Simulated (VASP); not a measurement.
# CaB6 (Pmmm) in VASP: single point with PBE

Aim: the single point of CaB6 with PBE.

Program: VASP 6.6.1. These are calculated values, not measurements. Logs are shortened: lines on timing, memory, paths and dates and some standing lists are left out, and cuts for length are marked.

### Step 1. The cell of the first run

It takes space group Pmmm (No. 47, orthorhombic). Conventional cell: a = 3.488 Å, b = 4.316 Å, c = 5.773 Å, α = 90.00°, β = 90.00°, γ = 90.00°. Ca (site symmetry mmm) has 20 B at 2.75 to 3.69 Å and 2 Ca at 3.49 Å within 3.7 Å. Within 2.2 Å of B (site symmetry m) lie 4 B at 1.66 to 1.75 Å. Within 2.2 Å of B (site symmetry mmm) lie 4 B at 1.66 Å. B (site symmetry mmm) has 4 B at 1.71 Å within 2.3 Å.

The cell was generated, and may not be a known phase.

### Step 2. Single point, PBE

Contents of INCAR:

```
SYSTEM = CaB6
PREC     = Accurate       ! precision mode
ENCUT    = 520            ! plane-wave cutoff, eV
EDIFF    = 1E-7           ! SCF threshold, eV
ISMEAR   = 0              ! smearing method
SIGMA    = 0.1            ! smearing width, eV
LREAL    = .False.        ! projectors in reciprocal space
LASPH    = .True.         ! aspherical terms in the spheres
NELM     = 60             ! most SCF steps
ALGO     = Normal         ! electronic algorithm
ISIF     = 2              ! what is computed and relaxed
LWAVE    = .False.        ! write WAVECAR
LCHARG   = .False.        ! write CHGCAR
GGA      = PE             ! functional
NBANDS   = 23             ! bands
```

Contents of KPOINTS:

```
Automatic mesh
0
Gamma
  10 8 6
  0 0 0
```

Contents of POSCAR:

```
CaB6
1.0
    3.4882770360      0.0000000000      0.0000000000
    0.0000000000      4.3160688968      0.0000000000
    0.0000000000      0.0000000000      5.7734152503
Ca B
1 6
Direct
    0.5000000000      0.0000000000      0.5000000000
    0.7505410375      0.5000000000      0.7543214294
    0.2494589625      0.5000000000      0.2456785706
    0.7505410375      0.5000000000      0.2456785706
    0.2494589625      0.5000000000      0.7543214294
    0.0000000000      0.5000000000      0.0000000000
    0.0000000000      0.5000000000      0.5000000000
```

Potentials or basis: VASP PAW PBE potentials, release 64 (Ca_sv, B).

Run with:

```
$ cat potpaw_PBE.64/Ca_sv/POTCAR potpaw_PBE.64/B/POTCAR > POTCAR
$ mpirun -np 1 vasp_std > vasp.out
```

OUTCAR:

```text
SYSTEM = CaB6
   PREC = Accurate
   ENCUT = 520
   EDIFF = 1E-7
   ISMEAR = 0
   LREAL = .False.
   LASPH = .True.
   NELM = 60
   ISIF = 2
   GGA = PE

 ion  position               nearest neighbor table
   1  0.500  0.000  0.500-
   2  0.751  0.500  0.754-   6 1.66   7 1.71   5 1.74   5 1.75
   3  0.249  0.500  0.246-   6 1.66   7 1.71   4 1.74   4 1.75
   4  0.751  0.500  0.246-   6 1.66   7 1.71   3 1.74   3 1.75
   5  0.249  0.500  0.754-   6 1.66   7 1.71   2 1.74   2 1.75
   6  0.000  0.500  0.000-   2 1.66   3 1.66   4 1.66   5 1.66
   7  0.000  0.500  0.500-   2 1.71   3 1.71   4 1.71   5 1.71

  LATTYP: Found a simple orthorhombic cell.
 ALAT       =     3.4882770360
 B/A-ratio  =     1.2373068000
 C/A-ratio  =     1.6550908058

  Lattice vectors:

 A1 = (   3.4882770360,   0.0000000000,   0.0000000000)
 A2 = (   0.0000000000,   4.3160688968,   0.0000000000)
 A3 = (   0.0000000000,   0.0000000000,   5.7734152503)

Analysis of symmetry for initial positions (statically):
=====================================================================
 Subroutine PRICEL returns:
 Original cell was already a primitive cell.

 Routine SETGRP: Setting up the symmetry group for a
 simple orthorhombic supercell.

 Subroutine GETGRP returns: Found  8 space group operations
 (whereof  8 operations were pure point group operations)
 out of a pool of  8 trial point group operations.

The static configuration has the point symmetry D_2h.

Analysis of symmetry for dynamics (positions and initial velocities):
=====================================================================
 Subroutine PRICEL returns:
 Original cell was already a primitive cell.

 Routine SETGRP: Setting up the symmetry group for a
 simple orthorhombic supercell.

 Subroutine GETGRP returns: Found  8 space group operations
 (whereof  8 operations were pure point group operations)
 out of a pool of  8 trial point group operations.

The dynamic configuration has the point symmetry D_2h.

 Subroutine INISYM returns: Found  8 space group operations
 (whereof  8 operations are pure point group operations),
 and found     1 'primitive' translations

----------------------------------------------------------------------------------------

                                     Primitive cell

  volume of cell :      86.9225

  direct lattice vectors                    reciprocal lattice vectors
     3.488277036  0.000000000  0.000000000     0.286674478  0.000000000  0.000000000
     0.000000000  4.316068897  0.000000000     0.000000000  0.231692316  0.000000000
     0.000000000  0.000000000  5.773415250     0.000000000  0.000000000  0.173207704

  length of vectors
     3.488277036  4.316068897  5.773415250     0.286674478  0.231692316  0.173207704

  position of ions in fractional coordinates (direct lattice)
     0.500000000  0.000000000  0.500000000
     0.750541037  0.500000000  0.754321429
     0.249458963  0.500000000  0.245678571
     0.750541037  0.500000000  0.245678571
     0.249458963  0.500000000  0.754321429
     0.000000000  0.500000000  0.000000000
     0.000000000  0.500000000  0.500000000

  ion indices of the primitive-cell ions
   primitive index   ion index
                 1           1
                 2           2
                 3           3
                 4           4
                 5           5
                 6           6
                 7           7

----------------------------------------------------------------------------------------

 KPOINTS: Automatic mesh

Automatic generation of k-mesh.
 Grid dimensions read from file:
 generate k-points for:   10    8    6

 Generating k-lattice:

  Cartesian coordinates                     Fractional coordinates (reciprocal lattice)
     0.028667448  0.000000000  0.000000000     0.100000000  0.000000000  0.000000000
     0.000000000  0.028961540  0.000000000     0.000000000  0.125000000  0.000000000
     0.000000000  0.000000000  0.028867951     0.000000000  0.000000000  0.166666667

  Length of vectors
     0.028667448  0.028961540  0.028867951

  Shift w.r.t. Gamma in fractional coordinates (k-lattice)
     0.000000000  0.000000000  0.000000000

 Subroutine IBZKPT returns following result:
 ===========================================

 Found    120 irreducible k-points:

 Following reciprocal coordinates:
            Coordinates               Weight
  0.000000  0.000000  0.000000      1.000000
  0.100000  0.000000  0.000000      2.000000
  0.200000  0.000000  0.000000      2.000000
  0.300000  0.000000  0.000000      2.000000
  0.400000  0.000000  0.000000      2.000000
  0.500000  0.000000  0.000000      1.000000
[... 16 lines left out ...]
  0.400000  0.375000  0.000000      4.000000
  0.500000  0.375000  0.000000      2.000000
 [... further k-points ...]
   k-points           NKPTS =    120   k-points in BZ     NKDIM =    120   number of bands    NBANDS=     23
   number of dos      NEDOS =    301   number of ions     NIONS =      7
   total plane-waves  NPLWV =  43008
   dimension x,y,z NGX =    28 NGY =   32 NGZ =   48
   dimension x,y,z NGXF=    56 NGYF=   64 NGZF=   96
   ions per type =               1   6
   NGX,Y,Z   is equivalent  to a cutoff of  13.34, 12.33, 13.82 a.u.
   NGXF,Y,Z  is equivalent  to a cutoff of  26.69, 24.65, 27.64 a.u.
 SYSTEM =  CaB6
   PREC   = accura    normal or accurate (medium, high low for compatibility)
   ISTART =      0    job   : 0-new  1-cont  2-samecut
   ICHARG =      2    charge: 1-file 2-atom 10-const
   ISPIN  =      1    spin polarized calculation?
   LNONCOLLINEAR =      F non collinear calculations
   LSORBIT =      F    spin-orbit coupling
   LASPH  =      T    aspherical Exc in radial PAW
   ENCUT  =  520.0 eV  38.22 Ry    6.18 a.u.   6.49  8.03 10.73*2*pi/ulx,y,z
   NELM   =     60;   NELMIN=  2; NELMDL= -5     # of ELM steps
   EDIFF  = 0.1E-06   stopping-criterion for ELM
   LREAL  =      F    real-space projection
   EDIFFG = 0.1E-05   stopping-criterion for IOM
   NSW    =      0    number of steps for IOM
   IBRION =     -1    ionic relax: 0-MD 1-quasi-New 2-CG
   NFREE  =      0    steps in history (QN), initial steepest desc. (CG)
   ISIF   =      2    stress and relaxation
   ISYM   =      2    0-nonsym 1-usesym 2-fastsym
   POTIM  = 0.5000    time-step for ionic-motion
   TEBEG  =    0.0;   TEEND  =   0.0 temperature during run
   PSTRESS=    0.0 pullay stress
   NELECT =      28.0000    total number of electrons
   NUPDOWN=      -1.0000    fix difference up-down
   EMIN   =  10.00;   EMAX   =-10.00  energy-range for DOS
   EFERMI =   0.00;   METHOD = LEGACY
   ISMEAR =     0;   SIGMA  =   0.10  broadening in eV -4-tet -1-fermi 0-gaus
   EFERMI_NEDOS =   21; number of points for ismear=-14 and -15
   IALGO  =     38    algorithm
   IMIX   =      4    mixing-type and parameters
     AMIX     =   0.40;   BMIX     =  1.00
     AMIX_MAG =   1.60;   BMIX_MAG =  1.00
  volume/ion in A,a.u.               =      12.42        83.80
  Fermi-wavevector in a.u.,A,eV,Ry     =   1.122234  2.120715 17.135305  1.259409
  Thomas-Fermi vector in A             =   2.258893
   LORBIT       =      0    0 simple, 1 ext, 2 COOP (PROOUT), +10 PAW based schemes
   GGA     = PE    functional components
   LHFCALC =     F    Hartree Fock is set to
   AEXX    =    0.0000 exact exchange contribution
   IVDW    =     0    specifies the selected vdW correction
   LEPSILON=     F    determine dielectric tensor
   LRPA    =     F    only Hartree local field effects (RPA)
 non-spin polarized calculation
 Gauss-broadening in eV      SIGMA  =   0.10
  energy-cutoff  :      520.00
  volume of cell :       86.92
 maximum number of plane-waves:      2368
 NGX is ok and might be reduce to    28
   NGX = 13   NGY = 17   NGZ = 21

 number of electron      27.9999998 magnetization

 Free energy of the ion-electron system (eV)
  ---------------------------------------------------
  ext. energy  EPLUGINS =         0.00000000
  ---------------------------------------------------
  free energy    TOTEN  =       -41.26392716 eV

  energy without entropy =      -41.25212955  energy(sigma->0) =      -41.25802835

 E-fermi :   3.4960     XC(G=0):  -9.5076

 val. band max:        3.4800497247   @ k =   0.5000   0.5000   0.3333
 cond. band min:       3.5153932677   @ k =   0.3000   0.5000   0.1667
 fundamental gap:      0.0353435430
 Fermi energy:         3.4959511121

 k-point     1 :       0.0000    0.0000    0.0000
  band No.  band energies     occupation
      1     -37.4484      2.00000
      2     -18.5269      2.00000
      3     -18.4895      2.00000
      4     -18.4602      2.00000
      5      -9.6157      2.00000
      6      -7.2411      2.00000
[... 15 lines left out ...]
     22       9.4031      0.00000
     23       9.6101      0.00000

 k-point     2 :       0.1000    0.0000    0.0000
  band No.  band energies     occupation
      1     -37.4463      2.00000
      2     -18.5239      2.00000
      3     -18.5152      2.00000
      4     -18.4563      2.00000
      5      -9.5352      2.00000
      6      -7.1951      2.00000
[... 15 lines left out ...]
     22       9.0225      0.00000
     23      10.0135      0.00000

 k-point     3 :       0.2000    0.0000    0.0000
  band No.  band energies     occupation
      1     -37.4408      2.00000
      2     -18.5817      2.00000
      3     -18.5160      2.00000
      4     -18.4460      2.00000
      5      -9.3031      2.00000
      6      -7.0666      2.00000
[... 15 lines left out ...]
     22       9.2820      0.00000
     23       9.4157      0.00000
[... 495 lines left out ...]
 k-point    23 :       0.4000    0.3750    0.0000
  band No.  band energies     occupation
      1     -37.4268      2.00000
      2     -18.7155      2.00000
      3     -18.4918      2.00000
      4     -18.4818      2.00000
      5      -8.5448      2.00000
      6      -6.6543      2.00000
[... 15 lines left out ...]
     22       9.1075      0.00000
     23       9.5912      0.00000

 k-point    24 :       0.5000    0.3750    0.0000
  band No.  band energies     occupation
      1     -37.4247      2.00000
      2     -18.7392      2.00000
      3     -18.4890      2.00000
      4     -18.4764      2.00000
      5      -8.4200      2.00000
      6      -6.5687      2.00000
[... 15 lines left out ...]
     22       9.3176      0.00000
     23       9.5943      0.00000

 [... further k-points ...]

------------------------ aborting loop because EDIFF is reached ----------------------------------------

  FORCE on cell =-STRESS in cart. coord.  units (eV):
  Direction    XX          YY          ZZ          XY          YZ          ZX
  --------------------------------------------------------------------------------------
  -------------------------------------------------------------------------------------
  Total        0.0147168      0.0843836      0.0541045      0.0000000      0.0000000      0.0000000
  in kB        0.2712634      1.5553796      0.9972678      0.0000000      0.0000000      0.0000000
  external PRESSURE =       0.9413036 kB  Pullay stress =       0.0000000 kB

 VOLUME and BASIS-vectors are now :
 -----------------------------------------------------------------------------
  energy-cutoff  :      520.00
  volume of cell :       86.92
      direct lattice vectors                 reciprocal lattice vectors
     3.488277036  0.000000000  0.000000000     0.286674478  0.000000000  0.000000000
     0.000000000  4.316068897  0.000000000     0.000000000  0.231692316  0.000000000
     0.000000000  0.000000000  5.773415250     0.000000000  0.000000000  0.173207704

 POSITION                                       TOTAL-FORCE (eV/Angst)
 -----------------------------------------------------------------------------------
      1.74414      0.00000      2.88671         0.000000      0.000000      0.000000
      2.61810      2.15803      4.35501        -0.004544      0.000000      0.004309
      0.87018      2.15803      1.41840         0.004544     -0.000000     -0.004309
      2.61810      2.15803      1.41840        -0.004544     -0.000000     -0.004309
      0.87018      2.15803      4.35501         0.004544      0.000000      0.004309
      0.00000      2.15803      0.00000         0.000000      0.000000      0.000000
      0.00000      2.15803      2.88671         0.000000      0.000000      0.000000
 -----------------------------------------------------------------------------------
    total drift:                                0.000000     -0.000000      0.000000

  FREE ENERGIE OF THE ION-ELECTRON SYSTEM (eV)
  ---------------------------------------------------
  free  energy   TOTEN  =       -41.2639271599 eV

  energy  without entropy=      -41.2521295465  energy(sigma->0) =      -41.25802835
```

Run time: 3.5 min. Hardware: 1 thread of Intel Xeon Platinum 8259CL at 2.50GHz (Skylake/Cascade Lake), shared host; peak memory 0.34 GiB.

What came out:

* Free energy: -41.2639 eV
* Pressure: 0.1 GPa
* Largest force: 0.006 eV/Å
* Band gap on the k mesh: zero (bands 14 and 15 overlap by 1.64 eV)

Forces on the atoms (eV/Å):
```
Ca   0.000  0.000  0.000
B   -0.005  0.000  0.004
B    0.005  0.000 -0.004
B   -0.005  0.000 -0.004
B    0.005  0.000  0.004
B    0.000  0.000  0.000
B    0.000  0.000  0.000
```

Stress tensor (GPa, compression positive):
```
0.03 0.00 0.00
0.00 0.16 0.00
0.00 0.00 0.10
```

The gap in the log of VASP goes by the Fermi energy; the results here count the filled bands.